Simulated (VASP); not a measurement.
# HfC (Fm-3m) in VASP: further runs

The runs below take HfC through electric field gradients, with PBE.

All numbers are computed with VASP 6.6.1; they aren't measurements. Logs are shortened: lines on timing, memory, paths and dates and some standing lists are left out, and cuts for length are marked.

## (1) The cell of the first run

It takes space group Fm-3m (No. 225, cubic). The conventional cell has a = 4.681 Å, b = 4.681 Å, c = 4.681 Å, α = 90.00°, β = 90.00°, γ = 90.00°. Hf (site symmetry m-3m) has 6 C at 2.34 Å within 3.1 Å. Within 3.1 Å of C (site symmetry m-3m) lie 6 Hf at 2.34 Å.

## (2) Electric field gradients, PBE (12.82 Å³/atom)

File INCAR:

```
SYSTEM = HfC
ALGO     = Normal         ! electronic algorithm
EDIFF    = 1E-8           ! SCF threshold, eV
ENCUT    = 520            ! plane-wave cutoff, eV
GGA      = PE             ! functional
ISIF     = 2              ! what is computed and relaxed
ISMEAR   = -1             ! smearing method
LASPH    = .True.         ! aspherical terms in the spheres
LCHARG   = .False.        ! write CHGCAR
LEFG     = .True.       
LREAL    = .False.        ! projectors in reciprocal space
LWAVE    = .False.        ! write WAVECAR
NBANDS   = 14             ! bands
NELM     = 80             ! most SCF steps
PREC     = Accurate       ! precision mode
SIGMA    = 0.05           ! smearing width, eV
```

File KPOINTS:

```
k-points
0
Gamma
  15 15 15
  0 0 0
```

File POSCAR:

```
HfC
1.0
    0.0000000000      2.3403977997      2.3403977997
    2.3403977997      0.0000000000      2.3403977997
    2.3403977997      2.3403977997      0.0000000000
Hf C
1 1
Direct
    0.5000000000      0.5000000000      0.5000000000
    0.0000000000      0.0000000000      0.0000000000
```

Potentials or basis: VASP PAW PBE potentials, release 64 (Hf_pv, C).

Command:

```console
> cat potpaw_PBE.64/Hf_pv/POTCAR potpaw_PBE.64/C/POTCAR > POTCAR
> mpirun -np 1 vasp_std > vasp.out
```

OUTCAR:

```text
SYSTEM = HfC
   EDIFF = 1E-8
   ENCUT = 520
   GGA = PE
   ISIF = 2
   ISMEAR = -1
   LASPH = .True.
   LREAL = .False.
   NELM = 80
   PREC = Accurate

 ion  position               nearest neighbor table
   1  0.500  0.500  0.500-   2 2.34   2 2.34   2 2.34   2 2.34   2 2.34   2 2.34
   2  0.000  0.000  0.000-   1 2.34   1 2.34   1 2.34   1 2.34   1 2.34   1 2.34

  LATTYP: Found a face centered cubic cell.
 ALAT       =     4.6807955994

  Lattice vectors:

 A1 = (   0.0000000000,   2.3403977997,   2.3403977997)
 A2 = (   2.3403977997,   0.0000000000,   2.3403977997)
 A3 = (   2.3403977997,   2.3403977997,   0.0000000000)

Analysis of symmetry for initial positions (statically):
=====================================================================
 Subroutine PRICEL returns:
 Original cell was already a primitive cell.

 Routine SETGRP: Setting up the symmetry group for a
 face centered cubic supercell.

 Subroutine GETGRP returns: Found 48 space group operations
 (whereof 48 operations were pure point group operations)
 out of a pool of 48 trial point group operations.

The static configuration has the point symmetry O_h .

Analysis of symmetry for dynamics (positions and initial velocities):
=====================================================================
 Subroutine PRICEL returns:
 Original cell was already a primitive cell.

 Routine SETGRP: Setting up the symmetry group for a
 face centered cubic supercell.

 Subroutine GETGRP returns: Found 48 space group operations
 (whereof 48 operations were pure point group operations)
 out of a pool of 48 trial point group operations.

The dynamic configuration has the point symmetry O_h .

 Subroutine INISYM returns: Found 48 space group operations
 (whereof 48 operations are pure point group operations),
 and found     1 'primitive' translations

----------------------------------------------------------------------------------------

                                     Primitive cell

  volume of cell :      25.6389

  direct lattice vectors                    reciprocal lattice vectors
     0.000000000  2.340397800  2.340397800    -0.213638895  0.213638895  0.213638895
     2.340397800  0.000000000  2.340397800     0.213638895 -0.213638895  0.213638895
     2.340397800  2.340397800  0.000000000     0.213638895  0.213638895 -0.213638895

  length of vectors
     3.309822310  3.309822310  3.309822310     0.370033421  0.370033421  0.370033421

  position of ions in fractional coordinates (direct lattice)
     0.500000000  0.500000000  0.500000000
     0.000000000  0.000000000  0.000000000

  ion indices of the primitive-cell ions
   primitive index   ion index
                 1           1
                 2           2

----------------------------------------------------------------------------------------

 KPOINTS: k-points

Automatic generation of k-mesh.
 Grid dimensions read from file:
 generate k-points for:   15   15   15

 Generating k-lattice:

  Cartesian coordinates                     Fractional coordinates (reciprocal lattice)
    -0.014242593  0.014242593  0.014242593     0.066666667  0.000000000  0.000000000
     0.014242593 -0.014242593  0.014242593     0.000000000  0.066666667  0.000000000
     0.014242593  0.014242593 -0.014242593     0.000000000  0.000000000  0.066666667

  Length of vectors
     0.024668895  0.024668895  0.024668895

  Shift w.r.t. Gamma in fractional coordinates (k-lattice)
     0.000000000  0.000000000  0.000000000

 Subroutine IBZKPT returns following result:
 ===========================================

 Found    120 irreducible k-points:

 Following reciprocal coordinates:
            Coordinates               Weight
  0.000000  0.000000  0.000000      1.000000
  0.066667  0.000000  0.000000      8.000000
  0.133333  0.000000  0.000000      8.000000
  0.200000  0.000000  0.000000      8.000000
  0.266667  0.000000  0.000000      8.000000
  0.333333  0.000000  0.000000      8.000000
[... 16 lines left out ...]
  0.133333  0.133333  0.000000      6.000000
  0.200000  0.133333  0.000000     24.000000
 [... further k-points ...]
   k-points           NKPTS =    120   k-points in BZ     NKDIM =    120   number of bands    NBANDS=     14
   number of dos      NEDOS =    301   number of ions     NIONS =      2
   total plane-waves  NPLWV =  21952
   dimension x,y,z NGX =    28 NGY =   28 NGZ =   28
   dimension x,y,z NGXF=    56 NGYF=   56 NGZF=   56
   ions per type =               1   1
   NGX,Y,Z   is equivalent  to a cutoff of  14.06, 14.06, 14.06 a.u.
   NGXF,Y,Z  is equivalent  to a cutoff of  28.13, 28.13, 28.13 a.u.
 SYSTEM =  HfC
   PREC   = accura    normal or accurate (medium, high low for compatibility)
   ISTART =      0    job   : 0-new  1-cont  2-samecut
   ICHARG =      2    charge: 1-file 2-atom 10-const
   ISPIN  =      1    spin polarized calculation?
   LNONCOLLINEAR =      F non collinear calculations
   LSORBIT =      F    spin-orbit coupling
   LASPH  =      T    aspherical Exc in radial PAW
   ENCUT  =  520.0 eV  38.22 Ry    6.18 a.u.   6.15  6.15  6.15*2*pi/ulx,y,z
   NELM   =     80;   NELMIN=  2; NELMDL= -5     # of ELM steps
   EDIFF  = 0.1E-07   stopping-criterion for ELM
   LREAL  =      F    real-space projection
   EDIFFG = 0.1E-06   stopping-criterion for IOM
   NSW    =      0    number of steps for IOM
   IBRION =     -1    ionic relax: 0-MD 1-quasi-New 2-CG
   NFREE  =      0    steps in history (QN), initial steepest desc. (CG)
   ISIF   =      2    stress and relaxation
   ISYM   =      2    0-nonsym 1-usesym 2-fastsym
   POTIM  = 0.5000    time-step for ionic-motion
   TEBEG  =    0.0;   TEEND  =   0.0 temperature during run
   PSTRESS=    0.0 pullay stress
   NELECT =      14.0000    total number of electrons
   NUPDOWN=      -1.0000    fix difference up-down
   EMIN   =  10.00;   EMAX   =-10.00  energy-range for DOS
   EFERMI =   0.00;   METHOD = LEGACY
   ISMEAR =    -1;   SIGMA  =   0.05  broadening in eV -4-tet -1-fermi 0-gaus
   EFERMI_NEDOS =   21; number of points for ismear=-14 and -15
   IALGO  =     38    algorithm
   IMIX   =      4    mixing-type and parameters
     AMIX     =   0.40;   BMIX     =  1.00
     AMIX_MAG =   1.60;   BMIX_MAG =  1.00
  volume/ion in A,a.u.               =      12.82        86.51
  Fermi-wavevector in a.u.,A,eV,Ry     =   1.338087  2.528619 24.360932  1.790478
  Thomas-Fermi vector in A             =   2.466585
   LORBIT       =      0    0 simple, 1 ext, 2 COOP (PROOUT), +10 PAW based schemes
   GGA     = PE    functional components
   LHFCALC =     F    Hartree Fock is set to
   AEXX    =    0.0000 exact exchange contribution
   IVDW    =     0    specifies the selected vdW correction
   LEPSILON=     F    determine dielectric tensor
   LRPA    =     F    only Hartree local field effects (RPA)
 non-spin polarized calculation
  energy-cutoff  :      520.00
  volume of cell :       25.64
 maximum number of plane-waves:       701
 NGX is ok and might be reduce to    28
   NGX = 13   NGY = 13   NGZ = 13

 number of electron      14.0000001 magnetization

 Free energy of the ion-electron system (eV)
  ---------------------------------------------------
  ext. energy  EPLUGINS =         0.00000000
  ---------------------------------------------------
  free energy    TOTEN  =       -21.03781592 eV

  energy without entropy =      -21.03467664  energy(sigma->0) =      -21.03624628

 E-fermi :   5.7724     XC(G=0): -12.1876

 val. band max:        5.7703158986   @ k =  -0.0667   0.0667   0.0000
 cond. band min:       5.7872714238   @ k =   0.4667   0.4000   0.0000
 fundamental gap:      0.0169555252
 Fermi energy:         5.7723881016

 k-point     1 :       0.0000    0.0000    0.0000
  band No.  band energies     occupation
      1     -23.8668      2.00000
      2     -23.8668      2.00000
      3     -23.8668      2.00000
      4      -6.4069      2.00000
      5       6.7915      0.00000
      6       6.7915      0.00000
      7       6.7915      0.00000
      8       7.1863      0.00000
      9       7.1863      0.00000
     10       7.1863      0.00000
     11       9.1305      0.00000
     12       9.1305      0.00000
     13      12.3973      0.00000
     14      16.7450      0.00000
[... 377 lines left out ...]
      1     -24.0435      2.00000
      2     -23.9203      2.00000
      3     -23.9137      2.00000
      4      -5.5343      2.00000
      5       3.3778      2.00000
      6       5.1237      2.00000
      7       5.3804      1.99921
      8       6.5725      0.00000
      9       9.2300      0.00000
     10       9.5245      0.00000
     11      10.2609      0.00000
     12      11.8697      0.00000
     13      15.0604      0.00000
     14      19.1382      0.00000

 [... further k-points ...]

------------------------ aborting loop because EDIFF is reached ----------------------------------------

  FORCE on cell =-STRESS in cart. coord.  units (eV):
  Direction    XX          YY          ZZ          XY          YZ          ZX
  --------------------------------------------------------------------------------------
  -------------------------------------------------------------------------------------
  Total       -0.7946931     -0.7946931     -0.7946931      0.0000000      0.0000000      0.0000000
  in kB      -49.6604876    -49.6604876    -49.6604876      0.0000000      0.0000000      0.0000000
  external PRESSURE =     -49.6604876 kB  Pullay stress =       0.0000000 kB

 VOLUME and BASIS-vectors are now :
 -----------------------------------------------------------------------------
  energy-cutoff  :      520.00
  volume of cell :       25.64
      direct lattice vectors                 reciprocal lattice vectors
     0.000000000  2.340397800  2.340397800    -0.213638895  0.213638895  0.213638895
     2.340397800  0.000000000  2.340397800     0.213638895 -0.213638895  0.213638895
     2.340397800  2.340397800  0.000000000     0.213638895  0.213638895 -0.213638895

 POSITION                                       TOTAL-FORCE (eV/Angst)
 -----------------------------------------------------------------------------------
      2.34040      2.34040      2.34040         0.000000      0.000000      0.000000
      0.00000      0.00000      0.00000        -0.000000     -0.000000     -0.000000
 -----------------------------------------------------------------------------------
    total drift:                                0.000000      0.000000      0.000000

  FREE ENERGIE OF THE ION-ELECTRON SYSTEM (eV)
  ---------------------------------------------------
  free  energy   TOTEN  =       -21.0378159232 eV

  energy  without entropy=      -21.0346766360  energy(sigma->0) =      -21.03624628

 Electric field gradients (V/A^2)
---------------------------------------------------------------------
 ion       V_xx      V_yy      V_zz      V_xy      V_xz      V_yz
---------------------------------------------------------------------
   1       0.000     0.000    -0.000    -0.000    -0.000    -0.000
   2       0.000    -0.000    -0.000    -0.000    -0.000    -0.000
---------------------------------------------------------------------

 Electric field gradients after diagonalization (V/A^2)
 (convention: |V_zz| > |V_xx| > |V_yy|)
----------------------------------------------------------------------
 ion       V_xx      V_yy      V_zz     asymmetry (V_yy - V_xx)/ V_zz
----------------------------------------------------------------------
   1       0.000     0.000    -0.000       0.000
   2       0.000     0.000    -0.000       0.000
----------------------------------------------------------------------

           NMR quadrupolar parameters

 Cq : quadrupolar parameter    Cq=e*Q*V_zz/h
 eta: asymmetry parameters     (V_yy - V_xx)/ V_zz
 Q  : nuclear electric quadrupole moment in mb (millibarn)
----------------------------------------------------------------------
 ion       Cq(MHz)       eta       Q (mb)
----------------------------------------------------------------------
   1      -0.000       0.000       1.000
   2      -0.000       0.000       1.000
----------------------------------------------------------------------
```

Run time: 1.7 min. Hardware: 1 thread of Intel Xeon 8259CL, shared host; peak memory 0.19 GiB.

Results:

| Property | Result |
| --- | --- |
| Free energy | -21.0378 eV |
| Pressure | -5.0 GPa |
| Band gap on the k mesh | zero (bands 7 and 8 overlap by 1.41 eV) |
| Largest electric field gradient by atom | zero within the noise of the run |

Caveat: the cell stands under tension; spin-orbit coupling is left out, which moves the levels of the heavy elements.

[end of part 1 of 2]
